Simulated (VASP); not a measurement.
# La5N (P6/mmm) in VASP: further runs

La5N is run at these levels: PBE; tasks: single point.

Program: VASP 6.6.1. These are calculated values, not measurements. Logs are shortened: lines on timing, memory, paths and dates and some standing lists are left out, and cuts for length are marked.

**1. The cell of the first run**

Symmetry: P6/mmm, No. 191, hexagonal system. The conventional cell has a = 5.280 Å, b = 5.280 Å, c = 6.791 Å, α = 90.00°, β = 90.00°, γ = 120.00°. La (site symmetry 3m) has 8 La at 3.01 to 3.78 Å and 3 N at 3.40 Å within 4.0 Å. Within 4.5 Å of La (site symmetry 6/mmm) lie 2 N at 3.40 Å and 12 La at 3.59 Å. Within 4.5 Å of N (site symmetry 6/mmm) lie 14 La at 3.40 Å.

The cell was built from a structure type or drawn by symmetry, and may not be a known phase.

**2. Single point, PBE**

Contents of INCAR:

```
SYSTEM = La5N
PREC = Accurate ; ENCUT = 520
EDIFF = 1E-6 ; ISMEAR = 0
SIGMA = 0.1 ; LREAL = .FALSE.
LASPH = .TRUE. ; NELM = 100
ALGO = Normal ; ISIF = 2
LWAVE = .FALSE. ; LCHARG = .FALSE.
GGA = PE ; NBANDS = 39
```

Contents of KPOINTS:

```
regular mesh
0
G
  6 6 4
  0 0 0
```

Contents of POSCAR:

```
La5N
1.0
    5.2802501719      0.0000000000      0.0000000000
   -2.6401250859      4.5728307872      0.0000000000
    0.0000000000      0.0000000000      6.7910949838
La N
5 1
Direct
    0.3333333333      0.6666666667      0.7784398322
    0.3333333333      0.6666666667      0.2215601678
    0.6666666667      0.3333333333      0.2215601678
    0.6666666667      0.3333333333      0.7784398322
    0.0000000000      0.0000000000      0.5000000000
    0.0000000000      0.0000000000      0.0000000000
```

Potentials or basis: VASP PAW PBE potentials, release 64 (La, N).

Launch:

```
> cat potpaw_PBE.64/La/POTCAR potpaw_PBE.64/N/POTCAR > POTCAR
> mpirun -np 1 vasp_std > vasp.out
```

OUTCAR:

```text
SYSTEM = La5N
   PREC = Accurate
   ENCUT = 520
   EDIFF = 1E-6
   ISMEAR = 0
   LREAL = .FALSE.
   LASPH = .TRUE.
   NELM = 100
   ISIF = 2
   GGA = PE

 ion  position               nearest neighbor table
   1  0.333  0.667  0.778-   2 3.01   4 3.05   4 3.05   4 3.05   5 3.59   5 3.59   5 3.59
   2  0.333  0.667  0.222-   1 3.01   3 3.05   3 3.05   3 3.05   5 3.59   5 3.59   5 3.59
   3  0.667  0.333  0.222-   4 3.01   2 3.05   2 3.05   2 3.05   5 3.59   5 3.59   5 3.59
   4  0.667  0.333  0.778-   3 3.01   1 3.05   1 3.05   1 3.05   5 3.59   5 3.59   5 3.59
   5  0.000  0.000  0.500-   1 3.59   2 3.59   3 3.59   4 3.59   1 3.59   2 3.59   3 3.59   4 3.59
                             3 3.59   4 3.59   1 3.59   2 3.59
   6  0.000  0.000  0.000-

  LATTYP: Found a hexagonal cell.
 ALAT       =     5.2802501719
 C/A-ratio  =     1.2861312935

  Lattice vectors:

 A1 = (   5.2802501719,   0.0000000000,   0.0000000000)
 A2 = (  -2.6401250859,   4.5728307872,   0.0000000000)
 A3 = (   0.0000000000,   0.0000000000,   6.7910949838)

Analysis of symmetry for initial positions (statically):
=====================================================================
 Subroutine PRICEL returns:
 Original cell was already a primitive cell.

 Routine SETGRP: Setting up the symmetry group for a
 hexagonal supercell.

 Subroutine GETGRP returns: Found 24 space group operations
 (whereof 24 operations were pure point group operations)
 out of a pool of 24 trial point group operations.

The static configuration has the point symmetry D_6h.

Analysis of symmetry for dynamics (positions and initial velocities):
=====================================================================
 Subroutine PRICEL returns:
 Original cell was already a primitive cell.

 Routine SETGRP: Setting up the symmetry group for a
 hexagonal supercell.

 Subroutine GETGRP returns: Found 24 space group operations
 (whereof 24 operations were pure point group operations)
 out of a pool of 24 trial point group operations.

The dynamic configuration has the point symmetry D_6h.

 Subroutine INISYM returns: Found 24 space group operations
 (whereof 24 operations are pure point group operations),
 and found     1 'primitive' translations

----------------------------------------------------------------------------------------

[... 97 lines left out ...]
   LREAL  =      F    real-space projection
   EDIFFG = 0.1E-04   stopping-criterion for IOM
   NSW    =      0    number of steps for IOM
   IBRION =     -1    ionic relax: 0-MD 1-quasi-New 2-CG
   NFREE  =      0    steps in history (QN), initial steepest desc. (CG)
   ISIF   =      2    stress and relaxation
   ISYM   =      2    0-nonsym 1-usesym 2-fastsym
   POTIM  = 0.5000    time-step for ionic-motion
   TEBEG  =    0.0;   TEEND  =   0.0 temperature during run
   PSTRESS=    0.0 pullay stress
   NELECT =      60.0000    total number of electrons
   NUPDOWN=      -1.0000    fix difference up-down
   EMIN   =  10.00;   EMAX   =-10.00  energy-range for DOS
   EFERMI =   0.00;   METHOD = LEGACY
   ISMEAR =     0;   SIGMA  =   0.10  broadening in eV -4-tet -1-fermi 0-gaus
   EFERMI_NEDOS =   21; number of points for ismear=-14 and -15
   IALGO  =     38    algorithm
   IMIX   =      4    mixing-type and parameters
     AMIX     =   0.40;   BMIX     =  1.00
     AMIX_MAG =   1.60;   BMIX_MAG =  1.00
  volume/ion in A,a.u.               =      27.33       184.43
  Fermi-wavevector in a.u.,A,eV,Ry     =   1.170933  2.212743 18.654736  1.371084
  Thomas-Fermi vector in A             =   2.307384
   LORBIT       =      0    0 simple, 1 ext, 2 COOP (PROOUT), +10 PAW based schemes
   GGA     = PE    functional components
   LHFCALC =     F    Hartree Fock is set to
   AEXX    =    0.0000 exact exchange contribution
   IVDW    =     0    specifies the selected vdW correction
   LEPSILON=     F    determine dielectric tensor
   LRPA    =     F    only Hartree local field effects (RPA)
 non-spin polarized calculation
 Gauss-broadening in eV      SIGMA  =   0.10
  energy-cutoff  :      520.00
  volume of cell :      163.98
 maximum number of plane-waves:      4434
 NGX is ok and might be reduce to    40
   NGX = 19   NGY = 19   NGZ = 25

 number of electron      59.9999998 magnetization

 Free energy of the ion-electron system (eV)
  ---------------------------------------------------
  ext. energy  EPLUGINS =         0.00000000
  ---------------------------------------------------
  free energy    TOTEN  =       -28.96846719 eV

  energy without entropy =      -28.94664333  energy(sigma->0) =      -28.95755526

 E-fermi :   9.2723     XC(G=0): -10.3207

 val. band max:        9.2454423627   @ k =   0.3333   0.3333   0.2500
 cond. band min:       9.2889310230   @ k =   0.0000   0.0000   0.5000
 fundamental gap:      0.0434886603
 Fermi energy:         9.2722582209

 k-point     1 :       0.0000    0.0000    0.0000
  band No.  band energies     occupation
      1     -23.9037      2.00000
      2     -23.5336      2.00000
      3     -23.0978      2.00000
      4     -23.0569      2.00000
      5     -22.7287      2.00000
      6      -8.6235      2.00000
[... 871 lines left out ...]
     38      10.7059      0.00000
     39      11.0611      0.00000

------------------------ aborting loop because EDIFF is reached ----------------------------------------

  FORCE on cell =-STRESS in cart. coord.  units (eV):
  Direction    XX          YY          ZZ          XY          YZ          ZX
  --------------------------------------------------------------------------------------
  -------------------------------------------------------------------------------------
  Total       -0.1097025     -0.1097025     -0.0772296     -0.0000000     -0.0000000      0.0000000
  in kB       -1.0718834     -1.0718834     -0.7545971     -0.0000000     -0.0000000      0.0000000
  external PRESSURE =      -0.9661213 kB  Pullay stress =       0.0000000 kB

 VOLUME and BASIS-vectors are now :
 -----------------------------------------------------------------------------
  energy-cutoff  :      520.00
  volume of cell :      163.98
      direct lattice vectors                 reciprocal lattice vectors
     5.280250172  0.000000000  0.000000000     0.189384966  0.109341461  0.000000000
    -2.640125086  4.572830787  0.000000000     0.000000000  0.218682922  0.000000000
     0.000000000  0.000000000  6.791094984     0.000000000  0.000000000  0.147251659

 POSITION                                       TOTAL-FORCE (eV/Angst)
 -----------------------------------------------------------------------------------
     -0.00000      3.04855      5.28646        -0.000000      0.000000     -0.011992
     -0.00000      3.04855      1.50464         0.000000      0.000000      0.011992
      2.64013      1.52428      1.50464         0.000000      0.000000      0.011992
      2.64013      1.52428      5.28646        -0.000000      0.000000     -0.011992
      0.00000      0.00000      3.39555         0.000000      0.000000      0.000000
      0.00000      0.00000      0.00000         0.000000      0.000000      0.000000
 -----------------------------------------------------------------------------------
    total drift:                                0.000000     -0.000000      0.000000

  FREE ENERGIE OF THE ION-ELECTRON SYSTEM (eV)
  ---------------------------------------------------
  free  energy   TOTEN  =       -28.9684671907 eV

  energy  without entropy=      -28.9466433320  energy(sigma->0) =      -28.95755526
```

stdout:

```text
POSCAR found type information on POSCAR LaN
 POSCAR found :  2 types and       6 ions
 scaLAPACK will be used
 LDA part: xc-table for (Slater+PW92), standard interpolation
 POSCAR, INCAR and KPOINTS ok, starting setup
 FFT: planning ... GRIDC
 FFT: planning ... GRID_SOFT
 FFT: planning ... GRID
 WAVECAR not read
 entering main loop
```

Wall time 3.7 min (1 thread of Intel Xeon Platinum 8488C (Sapphire Rapids), shared host); peak memory 0.35 GiB.

Results:

- Free energy: -28.9685 eV
- Pressure: -0.1 GPa
- Largest force: 0.012 eV/Å
- Band gap on the k mesh: zero (bands 30 and 31 overlap by 0.52 eV)

Forces in eV/Å, atoms in the order of the input:
```
La   0.000  0.000 -0.012
La   0.000  0.000  0.012
La   0.000  0.000  0.012
La   0.000  0.000 -0.012
La   0.000  0.000  0.000
N    0.000  0.000  0.000
```

Caveat: spin-orbit coupling is left out, which moves the levels of the heavy elements.

**3. Single point, PBE**

This run uses another cell than the first one, of 26.81 Å³/atom.

Contents of INCAR:

```
SYSTEM = La5N
PREC     = Accurate       ! precision mode
ENCUT    = 520            ! plane-wave cutoff, eV
EDIFF    = 1E-6           ! SCF threshold, eV
ISMEAR   = 0              ! smearing method
SIGMA    = 0.1            ! smearing width, eV
LREAL    = .False.        ! projectors in reciprocal space
LASPH    = .True.         ! aspherical terms in the spheres
NELM     = 60             ! most SCF steps
ALGO     = Normal         ! electronic algorithm
ISIF     = 2              ! what is computed and relaxed
LWAVE    = .False.        ! write WAVECAR
LCHARG   = .False.        ! write CHGCAR
GGA      = PE             ! functional
NBANDS   = 39             ! bands
```

Contents of KPOINTS:

```
Automatic mesh
0
Gamma
  6 6 2
  0 0 0
```

Contents of POSCAR:

```
La5N
1.0
    5.2928080468      0.0000000000      0.0000000000
   -2.6464040234      4.5837062259      0.0000000000
    0.0000000000      0.0000000000      6.6302219398
La N
5 1
Direct
    0.3333333333      0.6666666667      0.7745940156
    0.3333333333      0.6666666667      0.2254059844
    0.6666666667      0.3333333333      0.2254059844
    0.6666666667      0.3333333333      0.7745940156
    0.0000000000      0.0000000000      0.5000000000
    0.0000000000      0.0000000000      0.0000000000
```

Potentials or basis: VASP PAW PBE potentials, release 64 (La, N).

Launch:

```
> cat potpaw_PBE.64/La/POTCAR potpaw_PBE.64/N/POTCAR > POTCAR
> mpirun -np 1 vasp_std > vasp.out
```

Run time: 2.6 min. Hardware: 1 thread of Intel Xeon Platinum 8488C (Sapphire Rapids), shared host; peak memory 0.3 GiB.

It converged, with:

```
Free energy            : -29.2020 eV
Pressure               : -0.1 GPa
Largest force          : 0.037 eV/Å
Band gap on the k mesh : zero (bands 30 and 31 overlap by 0.52 eV)
```

Forces in eV/Å, atoms in the order of the input:
```
La   0.000  0.000  0.037
La   0.000  0.000 -0.037
La   0.000  0.000 -0.037
La   0.000  0.000  0.037
La   0.000  0.000  0.000
N    0.000  0.000  0.000
```

Levels at points of the mesh, in eV from the Fermi level:
```tsv
k point	band 26	band 27	band 28	band 29	band 30	band 31	band 32	band 33	band 34	band 35
(0.00, 0.00, 0.00)	-2.10	-1.93	-0.93	-0.03	-0.03	0.69	1.21	1.21	1.21	1.31
(0.50, 0.00, 0.00)	-1.52	-1.09	-1.05	-0.52	-0.34	0.15	0.40	0.47	0.49	0.82
(0.00, 0.00, 0.50)	-1.18	-0.89	-0.89	-0.83	-0.15	0.08	0.08	1.01	1.39	1.50
(0.50, 0.00, 0.50)	-0.95	-0.72	-0.46	-0.32	-0.16	0.32	0.33	0.64	0.70	1.03
```

Caveat: the k points lie up to 0.47 Å⁻¹ apart, too coarse for converged energies and pressures of a metal; spin-orbit coupling is left out, which moves the levels of the heavy elements.

**4. Single point, PBE**

This run uses another cell than the first one, of 32.06 Å³/atom.

Contents of INCAR:

```
PREC     = Accurate       # precision mode
ENCUT    = 520            # plane-wave cutoff, eV
EDIFF    = 1E-6           # SCF threshold, eV
ISMEAR   = 0              # smearing method
SIGMA    = 0.1            # smearing width, eV
LREAL    = False          # projectors in reciprocal space
LASPH    = True           # aspherical terms in the spheres
NELM     = 60             # most SCF steps
ALGO     = Normal         # electronic algorithm
ISIF     = 2              # what is computed and relaxed
LWAVE    = False          # write WAVECAR
LCHARG   = False          # write CHGCAR
GGA      = PE             # functional
NBANDS   = 39             # bands
```

Contents of KPOINTS:

```
regular mesh
0
Gamma
  6 6 2
```

Contents of POSCAR:

```
La5N
1.0
    5.2130296400      0.0000000000      0.0000000000
   -2.6065148200      4.5146161000      0.0000000000
    0.0000000000      0.0000000000      8.1739751000
La N
5 1
Direct
    0.3333333300      0.6666666700      0.8041405600
    0.3333333300      0.6666666700      0.1958594400
    0.6666666700      0.3333333300      0.1958594400
    0.6666666700      0.3333333300      0.8041405600
    0.0000000000      0.0000000000      0.5000000000
    0.0000000000      0.0000000000      0.0000000000
```

Launch:

```
> cat potpaw_PBE.64/La/POTCAR potpaw_PBE.64/N/POTCAR > POTCAR
> mpirun -np 1 vasp_std > vasp.out
```

Run time: 3.3 min. Hardware: 1 thread of Intel Xeon Platinum 8488C (Sapphire Rapids), shared host; peak memory 0.34 GiB.

It converged, with:

| Property | Result |
| --- | --- |
| Free energy | -27.9485 eV |
| Pressure | -3.9 GPa |
| Largest force | 0.083 eV/Å |
| Band gap on the k mesh | zero (bands 30 and 31 overlap by 0.27 eV) |

Forces on the atoms (eV/Å):
```
La   0.000  0.000  0.083
La   0.000  0.000 -0.083
La   0.000  0.000 -0.083
La   0.000  0.000  0.083
La   0.000  0.000  0.000
N    0.000  0.000  0.000
```

Stress tensor (GPa, compression positive):
```
-2.46  0.00  0.00
 0.00 -2.46  0.00
 0.00  0.00 -6.75
```

Levels at points of the mesh, in eV from the Fermi level:
| k point | band 26 | band 27 | band 28 | band 29 | band 30 | band 31 | band 32 | band 33 | band 34 | band 35 |
| --- | --- | --- | --- | --- | --- | --- | --- | --- | --- | --- |
| (0.00, 0.00, 0.00) | -1.48 | -1.48 | -1.02 | 0.13 | 0.13 | 0.78 | 0.78 | 0.92 | 1.02 | 1.02 |
| (0.50, 0.00, 0.00) | -1.13 | -0.95 | -0.61 | -0.59 | -0.19 | 0.16 | 0.21 | 0.51 | 0.67 | 0.90 |
| (0.00, 0.00, 0.50) | -1.04 | -1.04 | -0.47 | -0.37 | -0.37 | -0.10 | 0.07 | 0.07 | 0.72 | 1.09 |
| (0.50, 0.00, 0.50) | -1.03 | -0.89 | -0.30 | -0.07 | -0.02 | -0.02 | 0.30 | 0.32 | 0.57 | 0.84 |

Caveat: the k points lie up to 0.38 Å⁻¹ apart; spin-orbit coupling is left out, which moves the levels of the heavy elements.

**5. Summary**

```csv
cell,k mesh,gap on the mesh (eV),pressure (GPa),largest force (eV/Å)
"a = 5.280, b = 5.280, c = 6.791 Å, angles 90.0, 90.0, 120.0°, 6 atoms, atomic positions A",6 × 6 × 4,none,-0.1,0.01
"a = 5.293, b = 5.293, c = 6.630 Å, angles 90.0, 90.0, 120.0°, 6 atoms, atomic positions B",6 × 6 × 2,none,-0.1,0.04
"a = 5.213, b = 5.213, c = 8.174 Å, angles 90.0, 90.0, 120.0°, 6 atoms, atomic positions C",6 × 6 × 2,none,-3.9,0.08
```

Alike in all rows: task single point; level PBE; potentials or basis VASP PAW PBE potentials, release 64 (La, N); no spin polarisation; cutoff (eV) 520; smearing gaussian 0.1 eV.

Caveats: some runs use coarse meshes; spin-orbit coupling is left out, which moves the levels of the heavy elements.

Absolute energies hang on the potentials; compare differences alone.
